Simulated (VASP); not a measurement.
# In3Se (Pm-3m) in VASP: further runs

Runs on In3Se. Level: PBE. Tasks: single point.

All numbers are computed with VASP 6.6.1; they aren't measurements. Logs are shortened: lines on timing, memory, paths and dates and some standing lists are left out, and cuts for length are marked.

## 1. The cell of the first run

The structure is cubic, space group Pm-3m (No. 221). The conventional cell has a = 4.804 Å, b = 4.804 Å, c = 4.804 Å, α = 90.00°, β = 90.00°, γ = 90.00°. In (site symmetry 4/mmm) has 8 In at 3.40 Å and 4 Se at 3.40 Å within 4.5 Å. Se (site symmetry m-3m) has 12 In at 3.40 Å within 4.5 Å.

## 2. Single point, PBE

Contents of INCAR:

```
SYSTEM = In3Se
PREC     = Accurate       ! precision mode
ENCUT    = 520            ! plane-wave cutoff, eV
EDIFF    = 1E-6           ! SCF threshold, eV
ISMEAR   = 0              ! smearing method
SIGMA    = 0.4            ! smearing width, eV
LREAL    = .False.        ! projectors in reciprocal space
LASPH    = .True.         ! aspherical terms in the spheres
NELM     = 80             ! most SCF steps
ALGO     = Normal         ! electronic algorithm
ISIF     = 2              ! what is computed and relaxed
LWAVE    = .False.        ! write WAVECAR
LCHARG   = .False.        ! write CHGCAR
GGA      = PE             ! functional
NBANDS   = 30             ! bands
```

Contents of KPOINTS:

```
regular mesh
0
Gamma
  5 5 5
  0 0 0
```

Contents of POSCAR:

```
In3Se
1.0
    4.8037580000      0.0000000000      0.0000000000
    0.0000000000      4.8037580000      0.0000000000
    0.0000000000      0.0000000000      4.8037580000
In Se
3 1
Direct
    0.0000000000      0.5000000000      0.5000000000
    0.5000000000      0.0000000000      0.5000000000
    0.5000000000      0.5000000000      0.0000000000
    0.0000000000      0.0000000000      0.0000000000
```

Potentials or basis: VASP PAW PBE potentials, release 64 (In_d, Se).

Launch:

```console
cat potpaw_PBE.64/In_d/POTCAR potpaw_PBE.64/Se/POTCAR > POTCAR
mpirun -np 1 vasp_std > vasp.out
```

OUTCAR:

```text
SYSTEM = In3Se
   PREC = Accurate
   ENCUT = 520
   EDIFF = 1E-6
   ISMEAR = 0
   LREAL = .False.
   LASPH = .True.
   NELM = 80
   ISIF = 2
   GGA = PE

 ion  position               nearest neighbor table
   1  0.000  0.500  0.500-   2 3.40   3 3.40   4 3.40   3 3.40   4 3.40   2 3.40   4 3.40   4 3.40
                             2 3.40   3 3.40   3 3.40   2 3.40
   2  0.500  0.000  0.500-   1 3.40   3 3.40   4 3.40   3 3.40   4 3.40   1 3.40   3 3.40   3 3.40
                             1 3.40   4 3.40   4 3.40   1 3.40
   3  0.500  0.500  0.000-   1 3.40   2 3.40   4 3.40   1 3.40   2 3.40   2 3.40   4 3.40   2 3.40
                             1 3.40   4 3.40   1 3.40   4 3.40
   4  0.000  0.000  0.000-   1 3.40   2 3.40   3 3.40   1 3.40   2 3.40   1 3.40   3 3.40   1 3.40
                             2 3.40   3 3.40   2 3.40   3 3.40

  LATTYP: Found a simple cubic cell.
 ALAT       =     4.8037580000

  Lattice vectors:

 A1 = (   4.8037580000,   0.0000000000,   0.0000000000)
 A2 = (   0.0000000000,   4.8037580000,   0.0000000000)
 A3 = (   0.0000000000,   0.0000000000,   4.8037580000)

Analysis of symmetry for initial positions (statically):
=====================================================================
 Subroutine PRICEL returns:
 Original cell was already a primitive cell.

 Routine SETGRP: Setting up the symmetry group for a
 simple cubic supercell.

 Subroutine GETGRP returns: Found 48 space group operations
 (whereof 48 operations were pure point group operations)
 out of a pool of 48 trial point group operations.

The static configuration has the point symmetry O_h .

Analysis of symmetry for dynamics (positions and initial velocities):
=====================================================================
 Subroutine PRICEL returns:
 Original cell was already a primitive cell.

 Routine SETGRP: Setting up the symmetry group for a
 simple cubic supercell.

 Subroutine GETGRP returns: Found 48 space group operations
 (whereof 48 operations were pure point group operations)
 out of a pool of 48 trial point group operations.

The dynamic configuration has the point symmetry O_h .

 Subroutine INISYM returns: Found 48 space group operations
 (whereof 48 operations are pure point group operations),
 and found     1 'primitive' translations

----------------------------------------------------------------------------------------

                                     Primitive cell

  volume of cell :     110.8520

  direct lattice vectors                    reciprocal lattice vectors
     4.803758000  0.000000000  0.000000000     0.208170353  0.000000000  0.000000000
     0.000000000  4.803758000  0.000000000     0.000000000  0.208170353  0.000000000
     0.000000000  0.000000000  4.803758000     0.000000000  0.000000000  0.208170353

  length of vectors
     4.803758000  4.803758000  4.803758000     0.208170353  0.208170353  0.208170353

  position of ions in fractional coordinates (direct lattice)
     0.000000000  0.500000000  0.500000000
     0.500000000  0.000000000  0.500000000
     0.500000000  0.500000000  0.000000000
     0.000000000  0.000000000  0.000000000

  ion indices of the primitive-cell ions
   primitive index   ion index
                 1           1
                 2           2
                 3           3
                 4           4

----------------------------------------------------------------------------------------

 KPOINTS: regular mesh

Automatic generation of k-mesh.
 Grid dimensions read from file:
 generate k-points for:    5    5    5

 Generating k-lattice:

  Cartesian coordinates                     Fractional coordinates (reciprocal lattice)
     0.041634071  0.000000000  0.000000000     0.200000000  0.000000000  0.000000000
     0.000000000  0.041634071  0.000000000     0.000000000  0.200000000  0.000000000
     0.000000000  0.000000000  0.041634071     0.000000000  0.000000000  0.200000000

  Length of vectors
     0.041634071  0.041634071  0.041634071

  Shift w.r.t. Gamma in fractional coordinates (k-lattice)
     0.000000000  0.000000000  0.000000000

 Subroutine IBZKPT returns following result:
 ===========================================

 Found     10 irreducible k-points:

 Following reciprocal coordinates:
            Coordinates               Weight
  0.000000  0.000000  0.000000      1.000000
  0.200000  0.000000  0.000000      6.000000
  0.400000  0.000000  0.000000      6.000000
  0.200000  0.200000  0.000000     12.000000
  0.400000  0.200000  0.000000     24.000000
  0.400000  0.400000  0.000000     12.000000
  0.200000  0.200000  0.200000      8.000000
  0.400000  0.200000  0.200000     24.000000
  0.400000  0.400000  0.200000     24.000000
  0.400000  0.400000  0.400000      8.000000
   k-points           NKPTS =     10   k-points in BZ     NKDIM =     10   number of bands    NBANDS=     30
   number of dos      NEDOS =    301   number of ions     NIONS =      4
   total plane-waves  NPLWV =  46656
   dimension x,y,z NGX =    36 NGY =   36 NGZ =   36
   dimension x,y,z NGXF=    72 NGYF=   72 NGZF=   72
   ions per type =               3   1
   NGX,Y,Z   is equivalent  to a cutoff of  12.46, 12.46, 12.46 a.u.
   NGXF,Y,Z  is equivalent  to a cutoff of  24.92, 24.92, 24.92 a.u.
 SYSTEM =  In3Se
   PREC   = accura    normal or accurate (medium, high low for compatibility)
   ISTART =      0    job   : 0-new  1-cont  2-samecut
   ICHARG =      2    charge: 1-file 2-atom 10-const
   ISPIN  =      1    spin polarized calculation?
   LNONCOLLINEAR =      F non collinear calculations
   LSORBIT =      F    spin-orbit coupling
   LASPH  =      T    aspherical Exc in radial PAW
   ENCUT  =  520.0 eV  38.22 Ry    6.18 a.u.   8.93  8.93  8.93*2*pi/ulx,y,z
   NELM   =     80;   NELMIN=  2; NELMDL= -5     # of ELM steps
   EDIFF  = 0.1E-05   stopping-criterion for ELM
   LREAL  =      F    real-space projection
   EDIFFG = 0.1E-04   stopping-criterion for IOM
   NSW    =      0    number of steps for IOM
   IBRION =     -1    ionic relax: 0-MD 1-quasi-New 2-CG
   NFREE  =      0    steps in history (QN), initial steepest desc. (CG)
   ISIF   =      2    stress and relaxation
   ISYM   =      2    0-nonsym 1-usesym 2-fastsym
   POTIM  = 0.5000    time-step for ionic-motion
   TEBEG  =    0.0;   TEEND  =   0.0 temperature during run
   PSTRESS=    0.0 pullay stress
   NELECT =      45.0000    total number of electrons
   NUPDOWN=      -1.0000    fix difference up-down
   EMIN   =  10.00;   EMAX   =-10.00  energy-range for DOS
   EFERMI =   0.00;   METHOD = LEGACY
   ISMEAR =     0;   SIGMA  =   0.40  broadening in eV -4-tet -1-fermi 0-gaus
   EFERMI_NEDOS =   21; number of points for ismear=-14 and -15
   IALGO  =     38    algorithm
   IMIX   =      4    mixing-type and parameters
     AMIX     =   0.40;   BMIX     =  1.00
     AMIX_MAG =   1.60;   BMIX_MAG =  1.00
  volume/ion in A,a.u.               =      27.71       187.02
  Fermi-wavevector in a.u.,A,eV,Ry     =   1.212173  2.290675 19.991897  1.469363
  Thomas-Fermi vector in A             =   2.347665
   LORBIT       =      0    0 simple, 1 ext, 2 COOP (PROOUT), +10 PAW based schemes
   GGA     = PE    functional components
   LHFCALC =     F    Hartree Fock is set to
   AEXX    =    0.0000 exact exchange contribution
   IVDW    =     0    specifies the selected vdW correction
   LEPSILON=     F    determine dielectric tensor
   LRPA    =     F    only Hartree local field effects (RPA)
 non-spin polarized calculation
 Gauss-broadening in eV      SIGMA  =   0.40
  energy-cutoff  :      520.00
  volume of cell :      110.85
 maximum number of plane-waves:      3005
 NGX is ok and might be reduce to    36
   NGX = 17   NGY = 17   NGZ = 17

 number of electron      45.0000024 magnetization

 Free energy of the ion-electron system (eV)
  ---------------------------------------------------
  ext. energy  EPLUGINS =         0.00000000
  ---------------------------------------------------
  free energy    TOTEN  =       -11.70056996 eV

  energy without entropy =      -11.55713186  energy(sigma->0) =      -11.62885091

 E-fermi :   5.9291     XC(G=0):  -9.7372

 val. band max:        5.6008944555   @ k =   0.4000   0.4000   0.2000
 cond. band min:       5.9348049645   @ k =   0.4000   0.2000   0.2000
 fundamental gap:      0.3339105090
 Fermi energy:         5.9291334577

 k-point     1 :       0.0000    0.0000    0.0000
  band No.  band energies     occupation
      1      -8.8264      2.00000
      2      -8.8253      2.00000
      3      -8.8253      2.00000
      4      -8.8253      2.00000
      5      -8.7102      2.00000
      6      -8.7102      2.00000
[... 22 lines left out ...]
     29      11.2368      0.00000
     30      12.8263      0.00000

 k-point     2 :       0.2000    0.0000    0.0000
  band No.  band energies     occupation
      1      -8.8195      2.00000
      2      -8.7944      2.00000
      3      -8.7906      2.00000
      4      -8.7906      2.00000
      5      -8.7062      2.00000
      6      -8.6880      2.00000
[... 22 lines left out ...]
     29      12.1398      0.00000
     30      12.8584      0.00000

 k-point     3 :       0.4000    0.0000    0.0000
  band No.  band energies     occupation
      1      -8.8094      2.00000
      2      -8.7264      2.00000
      3      -8.6995      2.00000
      4      -8.6995      2.00000
      5      -8.6934      2.00000
      6      -8.6384      2.00000
[... 22 lines left out ...]
     29      11.1137      0.00000
     30      12.0255      0.00000

 k-point     4 :       0.2000    0.2000    0.0000
  band No.  band energies     occupation
      1      -8.7957      2.00000
      2      -8.7851      2.00000
      3      -8.7744      2.00000
      4      -8.7517      2.00000
      5      -8.6941      2.00000
      6      -8.6705      2.00000
[... 154 lines left out ...]
     29      10.9410      0.00000
     30      12.5717      0.00000

 k-point     9 :       0.4000    0.4000    0.2000
  band No.  band energies     occupation
      1      -8.7507      2.00000
      2      -8.7230      2.00000
      3      -8.7218      2.00000
      4      -8.7070      2.00000
      5      -8.6970      2.00000
      6      -8.6462      2.00000
[... 22 lines left out ...]
     29      11.7386      0.00000
     30      12.2792      0.00000

 k-point    10 :       0.4000    0.4000    0.4000
  band No.  band energies     occupation
      1      -8.8000      2.00000
      2      -8.7406      2.00000
      3      -8.7225      2.00000
      4      -8.7225      2.00000
      5      -8.7041      2.00000
      6      -8.7041      2.00000
[... 22 lines left out ...]
     29      13.5135      0.00000
     30      13.7462      0.00000

------------------------ aborting loop because EDIFF is reached ----------------------------------------

  FORCE on cell =-STRESS in cart. coord.  units (eV):
  Direction    XX          YY          ZZ          XY          YZ          ZX
  --------------------------------------------------------------------------------------
  -------------------------------------------------------------------------------------
  Total       -0.0064084     -0.0064084     -0.0064084     -0.0000000      0.0000000      0.0000000
  in kB       -0.0926219     -0.0926219     -0.0926219     -0.0000000      0.0000000      0.0000000
  external PRESSURE =      -0.0926219 kB  Pullay stress =       0.0000000 kB

 VOLUME and BASIS-vectors are now :
 -----------------------------------------------------------------------------
  energy-cutoff  :      520.00
  volume of cell :      110.85
      direct lattice vectors                 reciprocal lattice vectors
     4.803758000  0.000000000  0.000000000     0.208170353  0.000000000  0.000000000
     0.000000000  4.803758000  0.000000000     0.000000000  0.208170353  0.000000000
     0.000000000  0.000000000  4.803758000     0.000000000  0.000000000  0.208170353

 POSITION                                       TOTAL-FORCE (eV/Angst)
 -----------------------------------------------------------------------------------
      0.00000      2.40188      2.40188         0.000000      0.000000      0.000000
      2.40188      0.00000      2.40188         0.000000      0.000000      0.000000
      2.40188      2.40188      0.00000         0.000000      0.000000      0.000000
      0.00000      0.00000      0.00000         0.000000      0.000000      0.000000
 -----------------------------------------------------------------------------------
    total drift:                                0.000000      0.000000      0.000000

  FREE ENERGIE OF THE ION-ELECTRON SYSTEM (eV)
  ---------------------------------------------------
  free  energy   TOTEN  =       -11.7005699632 eV

  energy  without entropy=      -11.5571318620  energy(sigma->0) =      -11.62885091
```

Wall time 20 s (1 thread of AMD EPYC 9R45 (Zen 5), shared host); peak memory 0.17 GiB.

Results:

* Free energy: -11.7006 eV
* Pressure: 0.0 GPa

Caveat: spin-orbit coupling is left out, which moves the levels of the heavy elements.

## 3. Single point, PBE

Contents of INCAR:

```
SYSTEM = In3Se
ALGO     = Normal         ! electronic algorithm
EDIFF    = 1E-6           ! SCF threshold, eV
ENCUT    = 520            ! plane-wave cutoff, eV
GGA      = PE             ! functional
ISIF     = 2              ! what is computed and relaxed
ISMEAR   = 0              ! smearing method
LASPH    = .True.         ! aspherical terms in the spheres
LCHARG   = .False.        ! write CHGCAR
LREAL    = .False.        ! projectors in reciprocal space
LWAVE    = .False.        ! write WAVECAR
NBANDS   = 30             ! bands
NELM     = 60             ! most SCF steps
PREC     = Accurate       ! precision mode
SIGMA    = 0.1            ! smearing width, eV
```

Contents of KPOINTS:

```
k-points
0
Gamma
  6 6 6
  0 0 0
```

POSCAR is that of step 2.

Potentials or basis: VASP PAW PBE potentials, release 64 (In_d, Se).

Launch:

```console
cat potpaw_PBE.64/In_d/POTCAR potpaw_PBE.64/Se/POTCAR > POTCAR
mpirun -np 1 vasp_std > vasp.out
```

Wall time 36 s (1 thread of AMD EPYC 9R45 (Zen 5), shared host); peak memory 0.19 GiB.

The run converged. Its results:

```yaml
Free_energy: -11.6853 eV
Pressure: -0.3 GPa
```

Levels at points of the mesh, in eV from the Fermi level:
```csv
k point,band 19,band 20,band 21,band 22,band 23,band 24,band 25,band 26
"(0.00, 0.00, 0.00)",-3.33,-3.33,-2.31,-2.31,1.04,1.04,1.04,4.10
"(0.50, 0.00, 0.00)",-2.53,-2.53,-1.77,-1.13,-0.18,-0.18,1.33,3.60
"(0.50, 0.50, 0.00)",-5.77,-2.03,-0.92,-0.79,-0.79,1.30,1.70,1.70
"(0.50, 0.50, 0.50)",-4.43,-4.23,-4.23,-4.23,-3.27,2.92,2.92,2.92
```

Caveat: spin-orbit coupling is left out, which moves the levels of the heavy elements.
